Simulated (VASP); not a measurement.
# Pd (I4/mmm) in VASP: a series of runs, part 2 of 2

VASP 6.6.1.

## (3) Single point, PBE

This run uses another cell than the first one, of the same volume but with other edges.

Input file INCAR:

```
SYSTEM = Pd
  PREC = Accurate
  ENCUT = 520
  EDIFF = 1E-6
  ISMEAR = 0
  SIGMA = 0.15
  LREAL = .False.
  LASPH = .True.
  NELM = 80
  ALGO = Fast
  ISIF = 2
  LWAVE = .False.
  LCHARG = .False.
  GGA = PE
  NBANDS = 11
```

Input file KPOINTS:

```
regular mesh
0
Gamma
  24 24 24
  0 0 0
```

Input file POSCAR:

```
Pd
1.0
    0.0000000000      2.0531671217      1.7451920534
    2.0531671217      0.0000000000      1.7451920534
    2.0531671217      2.0531671217      0.0000000000
Pd
1
Direct
    0.0000000000      0.0000000000      0.0000000000
```

Potentials or basis: VASP PAW PBE potentials, release 64 (Pd).

Started as:

```
cat potpaw_PBE.64/Pd/POTCAR > POTCAR
mpirun -np 1 vasp_std > vasp.out
```

OUTCAR:

```text
SYSTEM = Pd
   PREC = Accurate
   ENCUT = 520
   EDIFF = 1E-6
   ISMEAR = 0
   LREAL = .False.
   LASPH = .True.
   NELM = 80
   ISIF = 2
   GGA = PE

 ion  position               nearest neighbor table
   1  0.000  0.000  0.000-

  LATTYP: Found a body centered tetragonal cell.
 ALAT       =     2.9036167893
 C/A-ratio  =     1.2020815280

  Lattice vectors:

 A1 = (   0.0000000000,  -2.0531671217,  -1.7451920534)
 A2 = (   0.0000000000,   2.0531671217,  -1.7451920534)
 A3 = (   2.0531671217,   0.0000000000,   1.7451920534)

Analysis of symmetry for initial positions (statically):
=====================================================================
 Subroutine PRICEL returns:
 Original cell was already a primitive cell.

 Routine SETGRP: Setting up the symmetry group for a
 body centered tetragonal supercell.

 Subroutine GETGRP returns: Found 16 space group operations
 (whereof 16 operations were pure point group operations)
 out of a pool of 16 trial point group operations.

The static configuration has the point symmetry D_4h.

Analysis of symmetry for dynamics (positions and initial velocities):
=====================================================================
 Subroutine PRICEL returns:
 Original cell was already a primitive cell.

 Routine SETGRP: Setting up the symmetry group for a
 body centered tetragonal supercell.

 Subroutine GETGRP returns: Found 16 space group operations
 (whereof 16 operations were pure point group operations)
 out of a pool of 16 trial point group operations.

The dynamic configuration has the point symmetry D_4h.

 Subroutine INISYM returns: Found 16 space group operations
 (whereof 16 operations are pure point group operations),
 and found     1 'primitive' translations

----------------------------------------------------------------------------------------

                                     Primitive cell

  volume of cell :      14.7137

  direct lattice vectors                    reciprocal lattice vectors
     0.000000000  2.053167122  1.745192053    -0.243526206  0.243526206  0.286501419
     2.053167122  0.000000000  1.745192053     0.243526206 -0.243526206  0.286501419
     2.053167122  2.053167122  0.000000000     0.243526206  0.243526206 -0.286501419

  length of vectors
     2.694659632  2.694659632  2.903616789     0.447987823  0.447987823  0.447987823

  position of ions in fractional coordinates (direct lattice)
     0.000000000  0.000000000  0.000000000

  ion indices of the primitive-cell ions
   primitive index   ion index
                 1           1

----------------------------------------------------------------------------------------

 KPOINTS: regular mesh

Automatic generation of k-mesh.
 Grid dimensions read from file:
 generate k-points for:   24   24   24

 Generating k-lattice:

  Cartesian coordinates                     Fractional coordinates (reciprocal lattice)
    -0.010146925  0.010146925  0.011937559     0.041666667 -0.000000000  0.000000000
     0.010146925 -0.010146925  0.011937559    -0.000000000  0.041666667  0.000000000
     0.010146925  0.010146925 -0.011937559     0.000000000  0.000000000  0.041666667

  Length of vectors
     0.018666159  0.018666159  0.018666159

  Shift w.r.t. Gamma in fractional coordinates (k-lattice)
     0.000000000  0.000000000  0.000000000

 Subroutine IBZKPT returns following result:
 ===========================================

 Found   1063 irreducible k-points:

 Following reciprocal coordinates:
            Coordinates               Weight
  0.000000  0.000000  0.000000      1.000000
  0.041667 -0.000000  0.000000      8.000000
  0.083333 -0.000000  0.000000      8.000000
  0.125000  0.000000  0.000000      8.000000
  0.166667 -0.000000  0.000000      8.000000
  0.208333 -0.000000  0.000000      8.000000
[... 16 lines left out ...]
  0.416667  0.041667  0.000000      8.000000
  0.458333  0.041667  0.000000      8.000000
 [... further k-points ...]
   k-points           NKPTS =   1063   k-points in BZ     NKDIM =   1063   number of bands    NBANDS=     11
   number of dos      NEDOS =    301   number of ions     NIONS =      1
   total plane-waves  NPLWV =   9600
   dimension x,y,z NGX =    20 NGY =   20 NGZ =   24
   dimension x,y,z NGXF=    40 NGYF=   40 NGZF=   48
   ions per type =               1
   NGX,Y,Z   is equivalent  to a cutoff of  12.34, 12.34, 13.74 a.u.
   NGXF,Y,Z  is equivalent  to a cutoff of  24.68, 24.68, 27.48 a.u.
 SYSTEM =  Pd
   PREC   = accura    normal or accurate (medium, high low for compatibility)
   ISTART =      0    job   : 0-new  1-cont  2-samecut
   ICHARG =      2    charge: 1-file 2-atom 10-const
   ISPIN  =      1    spin polarized calculation?
   LNONCOLLINEAR =      F non collinear calculations
   LSORBIT =      F    spin-orbit coupling
   LASPH  =      T    aspherical Exc in radial PAW
   ENCUT  =  520.0 eV  38.22 Ry    6.18 a.u.   5.01  5.01  5.40*2*pi/ulx,y,z
   NELM   =     80;   NELMIN=  2; NELMDL= -5     # of ELM steps
   EDIFF  = 0.1E-05   stopping-criterion for ELM
   LREAL  =      F    real-space projection
   EDIFFG = 0.1E-04   stopping-criterion for IOM
   NSW    =      0    number of steps for IOM
   IBRION =     -1    ionic relax: 0-MD 1-quasi-New 2-CG
   NFREE  =      0    steps in history (QN), initial steepest desc. (CG)
   ISIF   =      2    stress and relaxation
   ISYM   =      2    0-nonsym 1-usesym 2-fastsym
   POTIM  = 0.5000    time-step for ionic-motion
   TEBEG  =    0.0;   TEEND  =   0.0 temperature during run
   PSTRESS=    0.0 pullay stress
   NELECT =      10.0000    total number of electrons
   NUPDOWN=      -1.0000    fix difference up-down
   EMIN   =  10.00;   EMAX   =-10.00  energy-range for DOS
   EFERMI =   0.00;   METHOD = LEGACY
   ISMEAR =     0;   SIGMA  =   0.15  broadening in eV -4-tet -1-fermi 0-gaus
   EFERMI_NEDOS =   21; number of points for ismear=-14 and -15
   IALGO  =     68    algorithm
   IMIX   =      4    mixing-type and parameters
     AMIX     =   0.40;   BMIX     =  1.00
     AMIX_MAG =   1.60;   BMIX_MAG =  1.00
  volume/ion in A,a.u.               =      14.71        99.29
  Fermi-wavevector in a.u.,A,eV,Ry     =   1.439354  2.719984 28.187725  2.071739
  Thomas-Fermi vector in A             =   2.558219
   LORBIT       =      0    0 simple, 1 ext, 2 COOP (PROOUT), +10 PAW based schemes
   GGA     = PE    functional components
   LHFCALC =     F    Hartree Fock is set to
   AEXX    =    0.0000 exact exchange contribution
   IVDW    =     0    specifies the selected vdW correction
   LEPSILON=     F    determine dielectric tensor
   LRPA    =     F    only Hartree local field effects (RPA)
 non-spin polarized calculation
 RMM-DIIS sequential band-by-band and
 Gauss-broadening in eV      SIGMA  =   0.15
  energy-cutoff  :      520.00
  volume of cell :       14.71
 maximum number of plane-waves:       426
   NGX = 11   NGY = 11   NGZ = 11

 number of electron      10.0000003 magnetization

 Free energy of the ion-electron system (eV)
  ---------------------------------------------------
  ext. energy  EPLUGINS =         0.00000000
  ---------------------------------------------------
  free energy    TOTEN  =        -5.19116165 eV

  energy without entropy =       -5.17365933  energy(sigma->0) =       -5.18241049

 E-fermi :   9.8175     XC(G=0): -13.1967

 val. band max:        9.8167962051   @ k =   0.2917   0.2917   0.0000
 cond. band min:       9.8181597004   @ k =   0.5000   0.2917   0.0833
 fundamental gap:      0.0013634953
 Fermi energy:         9.8175172098

 k-point     1 :       0.0000    0.0000    0.0000
  band No.  band energies     occupation
      1       2.6715      2.00000
      2       6.6712      2.00000
      3       6.6712      2.00000
      4       7.7736      2.00000
      5       7.9531      2.00000
      6       9.1119      2.00000
      7      27.4896      0.00000
      8      30.5216      0.00000
      9      30.5216      0.00000
     10      34.8512      0.00000
     11      37.1135      0.00000
[... 309 lines left out ...]
 k-point    24 :       0.4583    0.0417    0.0000
  band No.  band energies     occupation
      1       4.5779      2.00000
      2       6.3093      2.00000
      3       7.7348      2.00000
      4       8.9948      2.00000
      5      10.1122      0.00547
      6      10.8905      0.00000
      7      17.8584      0.00000
      8      26.0304      0.00000
      9      29.2449      0.00000
     10      33.5935      0.00000
     11      35.6824      0.00000

 [... further k-points ...]

------------------------ aborting loop because EDIFF is reached ----------------------------------------

  FORCE on cell =-STRESS in cart. coord.  units (eV):
  Direction    XX          YY          ZZ          XY          YZ          ZX
  --------------------------------------------------------------------------------------
  -------------------------------------------------------------------------------------
  Total        0.6291365      0.6291365      0.9890617      0.0000000     -0.0000000      0.0000000
  in kB       68.5067956     68.5067956    107.6991134      0.0000000     -0.0000000      0.0000000
  external PRESSURE =      81.5709015 kB  Pullay stress =       0.0000000 kB

 VOLUME and BASIS-vectors are now :
 -----------------------------------------------------------------------------
  energy-cutoff  :      520.00
  volume of cell :       14.71
      direct lattice vectors                 reciprocal lattice vectors
     0.000000000  2.053167122  1.745192053    -0.243526206  0.243526206  0.286501419
     2.053167122  0.000000000  1.745192053     0.243526206 -0.243526206  0.286501419
     2.053167122  2.053167122  0.000000000     0.243526206  0.243526206 -0.286501419

 POSITION                                       TOTAL-FORCE (eV/Angst)
 -----------------------------------------------------------------------------------
      0.00000      0.00000      0.00000         0.000000      0.000000      0.000000
 -----------------------------------------------------------------------------------
    total drift:                                0.000000     -0.000000      0.000000

  FREE ENERGIE OF THE ION-ELECTRON SYSTEM (eV)
  ---------------------------------------------------
  free  energy   TOTEN  =        -5.1911616532 eV

  energy  without entropy=       -5.1736593318  energy(sigma->0) =       -5.18241049
```

stdout:

```text
POSCAR found type information on POSCAR Pd
 POSCAR found :  1 types and       1 ions
 scaLAPACK will be used
 LDA part: xc-table for (Slater+PW92), standard interpolation
 POSCAR, INCAR and KPOINTS ok, starting setup
 FFT: planning ... GRIDC
 FFT: planning ... GRID_SOFT
 FFT: planning ... GRID
 WAVECAR not read
 entering main loop
```

Wall time 57 s (1 thread of Intel Xeon 6975P-C (Granite Rapids), shared host); peak memory 0.29 GiB.

What came out:

```yaml
Free_energy: -5.1912 eV
Pressure: 8.2 GPa
Band_gap_on_the_k_mesh: zero (band 5 reaches 10.45 eV, above the bottom of band 6 at 8.71 eV)
```

Levels at points of the mesh, in eV from the Fermi level:
```tsv
k point	band 1	band 2	band 3	band 4	band 5	band 6	band 7	band 8	band 9	band 10
(0.00, 0.00, 0.00)	-7.15	-3.15	-3.15	-2.04	-1.86	-0.71	17.67	20.70	20.70	25.03
(0.50, 0.00, 0.00)	-5.30	-3.58	-2.06	-0.39	0.35	1.10	7.50	16.04	19.56	23.72
(0.50, 0.50, 0.00)	-5.38	-5.16	0.01	0.31	0.31	5.79	11.29	11.29	13.91	19.82
(0.50, 0.00, 0.50)	-5.39	-4.92	-0.25	-0.21	0.63	2.37	9.41	13.92	15.09	22.80
```
